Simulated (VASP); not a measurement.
# H8C3 in VASP: a series of runs

H8C3 is run at these levels: PBE+D3(BJ); tasks: single point.

Program: VASP 6.6.1. These are calculated values, not measurements. Logs are shortened: lines on timing, memory, paths and dates and some standing lists are left out, and cuts for length are marked.

### Step 1. The cell of the first run

The cell holds a disordered packing, 33 atoms: a = 8.269 Å, b = 8.269 Å, c = 8.269 Å, α = 90.00°, β = 90.00°, γ = 90.00°.

### Step 2. Single point, PBE+D3(BJ)

File INCAR:

```
SYSTEM = H8C3
PREC = Accurate
ENCUT = 520
EDIFF = 1E-7
ISMEAR = -1
SIGMA = 0.02
LREAL = Auto
LASPH = .TRUE.
NELM = 100
ALGO = Normal
ISIF = 2
LWAVE = .FALSE.
LCHARG = .FALSE.
GGA = PE
IVDW = 12
NBANDS = 52
```

File KPOINTS:

```
regular mesh
0
G
  1 1 1
  0 0 0
```

File POSCAR:

```
H8C3
1.0
    8.2694670000      0.0000000000      0.0000000000
    0.0000000000      8.2694670000      0.0000000000
    0.0000000000      0.0000000000      8.2694670000
C H
9 24
Direct
    0.6673201573      0.4136683470      0.4826608510
    0.6160156568      0.2705368157      0.4281114733
    0.5444830879      0.3075168521     -0.0504801771
    0.4713383986      0.4132797310      0.0467496724
    0.0677426346      0.0866725961      0.3766376808
    0.1310294102     -0.0611440440      0.3892902345
    0.8460584982      0.8755151524      0.1174565648
    0.0479346610      0.6371204510      0.8082090789
    0.0866662399      0.4758867557      0.2030109773
    0.6716428569      0.5203230522      0.4047858338
    0.7081410535      0.4299381868      0.6072092958
    0.5735769819      0.2555466817      0.3043975419
    0.6149236656      0.1630126387      0.5045496523
    0.5985455112      0.3447039421     -0.1646040472
    0.5516993466      0.1792852584     -0.0202584150
    0.4597946324      0.5407739180      0.0151308323
    0.4192725687      0.3765311981      0.1620584693
    0.0354450011      0.1383420076      0.2596769356
    0.0387617494      0.1598878146      0.4826989903
    0.1505073329     -0.1371133452      0.2835566029
    0.1565958806     -0.1164547597      0.5069742424
    0.7938407687      0.9679386247      0.1963246768
    0.7607606006      0.8420117623      0.0218895501
    0.8763095062      0.7690690081      0.1902745061
    0.9569115461      0.9233243150      0.0632405175
    0.1068332206      0.7231411796      0.8898029520
   -0.0390269928      0.5652148350      0.8772088642
    0.1390047092      0.5572026635      0.7547577098
   -0.0151955100      0.7036739244      0.7127184312
   -0.0049600118      0.5327522983      0.2797798472
    0.0279310619      0.3920798300      0.1189535803
    0.1719498626      0.4099210881      0.2796338189
    0.1513675134      0.5676638211      0.1334550557
```

Potentials or basis: VASP PAW PBE potentials, release 64 (C, H).

The run is started by

```sh
> cat potpaw_PBE.64/C/POTCAR potpaw_PBE.64/H/POTCAR > POTCAR
> mpirun -np 1 vasp_gam > vasp.out
```

OUTCAR:

```text
SYSTEM = H8C3
   PREC = Accurate
   ENCUT = 520
   EDIFF = 1E-7
   ISMEAR = -1
   LREAL = Auto
   LASPH = .TRUE.
   NELM = 100
   ISIF = 2
   GGA = PE
   IVDW = 12
 IVDW          = 12

 ion  position               nearest neighbor table
   1  0.667  0.414  0.483-  11 1.09  10 1.09   2 1.34
   2  0.616  0.271  0.428-  12 1.09  13 1.09   1 1.34
   3  0.544  0.308  0.950-  14 1.09  15 1.09   4 1.33
   4  0.471  0.413  0.047-  17 1.09  16 1.09   3 1.33
   5  0.068  0.087  0.377-  18 1.09  19 1.09   6 1.33
   6  0.131  0.939  0.389-  20 1.09  21 1.10   5 1.33
   7  0.846  0.876  0.117-  22 1.09  25 1.09  23 1.09  24 1.10
   8  0.048  0.637  0.808-  27 1.09  26 1.09  29 1.09  28 1.10
   9  0.087  0.476  0.203-  33 1.09  32 1.09  30 1.09  31 1.10
  10  0.672  0.520  0.405-   1 1.09
  11  0.708  0.430  0.607-   1 1.09
  12  0.574  0.256  0.304-   2 1.09
  13  0.615  0.163  0.505-   2 1.09
  14  0.599  0.345  0.835-   3 1.09
  15  0.552  0.179  0.980-   3 1.09
[... 16 lines left out ...]
  32  0.172  0.410  0.280-   9 1.09
  33  0.151  0.568  0.133-   9 1.09

  LATTYP: Found a simple cubic cell.
 ALAT       =     8.2694670000

  Lattice vectors:

 A1 = (   8.2694670000,   0.0000000000,   0.0000000000)
 A2 = (   0.0000000000,   8.2694670000,   0.0000000000)
 A3 = (   0.0000000000,   0.0000000000,   8.2694670000)

Analysis of symmetry for initial positions (statically):
=====================================================================
 Subroutine PRICEL returns:
 Original cell was already a primitive cell.

 Routine SETGRP: Setting up the symmetry group for a
 simple cubic supercell.

 Subroutine GETGRP returns: Found  1 space group operations
 (whereof  1 operations were pure point group operations)
 out of a pool of 48 trial point group operations.

The static configuration has the point symmetry C_1 .

Analysis of symmetry for dynamics (positions and initial velocities):
=====================================================================
 Subroutine PRICEL returns:
 Original cell was already a primitive cell.

 Routine SETGRP: Setting up the symmetry group for a
 simple cubic supercell.

 Subroutine GETGRP returns: Found  1 space group operations
 (whereof  1 operations were pure point group operations)
 out of a pool of 48 trial point group operations.

The dynamic configuration has the point symmetry C_1 .

 Subroutine INISYM returns: Found  1 space group operations
 (whereof  1 operations are pure point group operations),
 and found     1 'primitive' translations

----------------------------------------------------------------------------------------

                                     Primitive cell

  volume of cell :     565.4999

  direct lattice vectors                    reciprocal lattice vectors
     8.269467000  0.000000000  0.000000000     0.120926778  0.000000000  0.000000000
     0.000000000  8.269467000  0.000000000     0.000000000  0.120926778  0.000000000
     0.000000000  0.000000000  8.269467000     0.000000000  0.000000000  0.120926778

  length of vectors
     8.269467000  8.269467000  8.269467000     0.120926778  0.120926778  0.120926778

  position of ions in fractional coordinates (direct lattice)
     0.667320157  0.413668347  0.482660851
     0.616015657  0.270536816  0.428111473
     0.544483088  0.307516852  0.949519823
     0.471338399  0.413279731  0.046749672
     0.067742635  0.086672596  0.376637681
     0.131029410  0.938855956  0.389290235
[... 25 lines left out ...]
     0.171949863  0.409921088  0.279633819
     0.151367513  0.567663821  0.133455056

  ion indices of the primitive-cell ions
   primitive index   ion index
                 1           1
                 2           2
                 3           3
                 4           4
                 5           5
                 6           6
[... 25 lines left out ...]
                32          32
                33          33

----------------------------------------------------------------------------------------

 KPOINTS: regular mesh

Automatic generation of k-mesh.
 Grid dimensions read from file:
 generate k-points for:    1    1    1

 Generating k-lattice:

  Cartesian coordinates                     Fractional coordinates (reciprocal lattice)
     0.120926778  0.000000000  0.000000000     1.000000000  0.000000000  0.000000000
     0.000000000  0.120926778  0.000000000     0.000000000  1.000000000  0.000000000
     0.000000000  0.000000000  0.120926778     0.000000000  0.000000000  1.000000000

  Length of vectors
     0.120926778  0.120926778  0.120926778

  Shift w.r.t. Gamma in fractional coordinates (k-lattice)
     0.000000000  0.000000000  0.000000000

 Subroutine IBZKPT returns following result:
 ===========================================

 Found      1 irreducible k-points:

 Following reciprocal coordinates:
            Coordinates               Weight
  0.000000  0.000000  0.000000      1.000000
   k-points           NKPTS =      1   k-points in BZ     NKDIM =      1   number of bands    NBANDS=     52
   number of dos      NEDOS =    301   number of ions     NIONS =     33
   total plane-waves  NPLWV = 262144
   dimension x,y,z NGX =    64 NGY =   64 NGZ =   64
   dimension x,y,z NGXF=   128 NGYF=  128 NGZF=  128
   ions per type =               9  24
   NGX,Y,Z   is equivalent  to a cutoff of  12.87, 12.87, 12.87 a.u.
   NGXF,Y,Z  is equivalent  to a cutoff of  25.73, 25.73, 25.73 a.u.
 SYSTEM =  H8C3
   PREC   = accura    normal or accurate (medium, high low for compatibility)
   ISTART =      0    job   : 0-new  1-cont  2-samecut
   ICHARG =      2    charge: 1-file 2-atom 10-const
   ISPIN  =      1    spin polarized calculation?
   LNONCOLLINEAR =      F non collinear calculations
   LSORBIT =      F    spin-orbit coupling
   LASPH  =      T    aspherical Exc in radial PAW
   ENCUT  =  520.0 eV  38.22 Ry    6.18 a.u.  15.38 15.38 15.38*2*pi/ulx,y,z
   NELM   =    100;   NELMIN=  2; NELMDL= -5     # of ELM steps
   EDIFF  = 0.1E-06   stopping-criterion for ELM
   LREAL  =      T    real-space projection
   EDIFFG = 0.1E-05   stopping-criterion for IOM
   NSW    =      0    number of steps for IOM
   IBRION =     -1    ionic relax: 0-MD 1-quasi-New 2-CG
   NFREE  =      0    steps in history (QN), initial steepest desc. (CG)
   ISIF   =      2    stress and relaxation
   ISYM   =      2    0-nonsym 1-usesym 2-fastsym
   POTIM  = 0.5000    time-step for ionic-motion
   TEBEG  =    0.0;   TEEND  =   0.0 temperature during run
   PSTRESS=    0.0 pullay stress
   NELECT =      60.0000    total number of electrons
   NUPDOWN=      -1.0000    fix difference up-down
   EMIN   =  10.00;   EMAX   =-10.00  energy-range for DOS
   EFERMI =   0.00;   METHOD = LEGACY
   ISMEAR =    -1;   SIGMA  =   0.02  broadening in eV -4-tet -1-fermi 0-gaus
   EFERMI_NEDOS =   21; number of points for ismear=-14 and -15
   IALGO  =     38    algorithm
   IMIX   =      4    mixing-type and parameters
     AMIX     =   0.40;   BMIX     =  1.00
     AMIX_MAG =   1.60;   BMIX_MAG =  1.00
  volume/ion in A,a.u.               =      17.14       115.64
  Fermi-wavevector in a.u.,A,eV,Ry     =   0.775023  1.464580  8.172477  0.600660
  Thomas-Fermi vector in A             =   1.877202
   LORBIT       =      0    0 simple, 1 ext, 2 COOP (PROOUT), +10 PAW based schemes
   GGA     = PE    functional components
   LHFCALC =     F    Hartree Fock is set to
   AEXX    =    0.0000 exact exchange contribution
   IVDW    =    12    specifies the selected vdW correction
   LEPSILON=     F    determine dielectric tensor
   LRPA    =     F    only Hartree local field effects (RPA)
 non-spin polarized calculation
  energy-cutoff  :      520.00
  volume of cell :      565.50
 maximum number of plane-waves:      7638
 NGX is ok and might be reduce to    64
   NGX = 31   NGY = 31   NGZ = 31

 number of electron      59.9999997 magnetization

 Free energy of the ion-electron system (eV)
  ---------------------------------------------------
  ext. energy  EPLUGINS =         0.00000000
  ---------------------------------------------------
  free energy    TOTEN  =      -167.92690089 eV

  energy without entropy =     -167.92690089  energy(sigma->0) =     -167.92690089

 E-fermi :  -4.2665     XC(G=0):  -4.8031

 val. band max:       -4.8008563088   @ k =   0.0000   0.0000   0.0000
 cond. band min:       0.4000624745   @ k =   0.0000   0.0000   0.0000
 fundamental gap:      5.2009187833
 Fermi energy:        -4.2665206885

 k-point     1 :       0.0000    0.0000    0.0000
  band No.  band energies     occupation
      1     -17.1279      2.00000
      2     -16.9706      2.00000
      3     -16.9163      2.00000
      4     -15.3927      2.00000
      5     -15.1859      2.00000
      6     -15.1572      2.00000
[... 34 lines left out ...]
     41       3.2820      0.00000
     42       3.4023      0.00000
 [bands above 42 left out]

------------------------ aborting loop because EDIFF is reached ----------------------------------------

 Edisp (eV)   -0.84741

 E8    (eV) :    -0.1895

  FORCE on cell =-STRESS in cart. coord.  units (eV):
  Direction    XX          YY          ZZ          XY          YZ          ZX
  --------------------------------------------------------------------------------------
  -------------------------------------------------------------------------------------
  Total      -0.08951    -0.24730     0.36810    -0.15140    -0.24390     0.24145
  in kB      -0.25361    -0.70066     1.04291    -0.42894    -0.69102     0.68407
  external pressure =        0.03 kB  Pullay stress =        0.00 kB

 VOLUME and BASIS-vectors are now :
 -----------------------------------------------------------------------------
  energy-cutoff  :      520.00
  volume of cell :      565.50
      direct lattice vectors                 reciprocal lattice vectors
     8.269467000  0.000000000  0.000000000     0.120926778  0.000000000  0.000000000
     0.000000000  8.269467000  0.000000000     0.000000000  0.120926778  0.000000000
     0.000000000  0.000000000  8.269467000     0.000000000  0.000000000  0.120926778

 POSITION                                       TOTAL-FORCE (eV/Angst)
 -----------------------------------------------------------------------------------
      5.51838      3.42082      3.99135        -0.029928     -0.137216     -0.077691
      5.09412      2.23720      3.54025         0.108210      0.120662      0.140479
      4.50258      2.54300      7.85202        -0.058055      0.044076      0.065102
      3.89772      3.41760      0.38659         0.038789     -0.044995     -0.068231
      0.56020      0.71674      3.11459        -0.069278     -0.063209      0.066782
      1.08354      7.76384      3.21922        -0.137754     -0.057872      0.259532
[... 25 lines left out ...]
      1.42193      3.38983      2.31242        -0.002416     -0.028644      0.016890
      1.25173      4.69428      1.10360         0.017113      0.066785      0.019309
 -----------------------------------------------------------------------------------
    total drift:                               -0.004301      0.008435      0.021866

  FREE ENERGIE OF THE ION-ELECTRON SYSTEM (eV)
  ---------------------------------------------------
  free  energy   TOTEN  =      -168.7743105849 eV

  energy  without entropy=     -168.7743105849  energy(sigma->0) =     -168.77431058
```

Run time: 38 s. Hardware: 1 thread of Intel Xeon 6975P-C (Granite Rapids), shared host; peak memory 0.53 GiB.

What came out:

```
Free energy                : -168.7743 eV
Pressure                   : 0.0 GPa
Largest force              : 0.299 eV/Å
Band gap on the k mesh     : 5.20 eV
Dispersion energy per atom : -0.026 eV
```

Forces on the atoms (eV/Å):
```
C   -0.030 -0.137 -0.078
C    0.108  0.121  0.140
C   -0.058  0.044  0.065
C    0.039 -0.045 -0.068
C   -0.069 -0.063  0.067
C   -0.138 -0.058  0.260
C   -0.094 -0.043 -0.018
C   -0.006  0.024 -0.063
C   -0.017 -0.010  0.088
H   -0.058 -0.012  0.011
H    0.051  0.016 -0.039
H    0.106 -0.067 -0.002
H   -0.044  0.009  0.051
H   -0.031 -0.023 -0.094
H    0.079 -0.023  0.040
H    0.062  0.051 -0.002
H   -0.089  0.047 -0.077
H    0.071 -0.006  0.066
H    0.098  0.020 -0.020
H    0.129  0.007 -0.038
H    0.069  0.102 -0.115
H   -0.082  0.018 -0.004
H   -0.028 -0.011 -0.029
H   -0.044  0.009 -0.045
H    0.007  0.007 -0.065
H    0.014  0.016 -0.008
H   -0.041 -0.011  0.006
H    0.020 -0.020 -0.025
H   -0.008  0.010 -0.049
H   -0.031  0.008 -0.007
H   -0.001 -0.017  0.014
H   -0.002 -0.029  0.017
H    0.017  0.067  0.019
```

Stress tensor (GPa, compression positive):
```
-0.03 -0.04  0.07
-0.04 -0.07 -0.07
 0.07 -0.07  0.10
```

Caveat: the k points lie up to 0.76 Å⁻¹ apart.

[end of part 1 of 2]
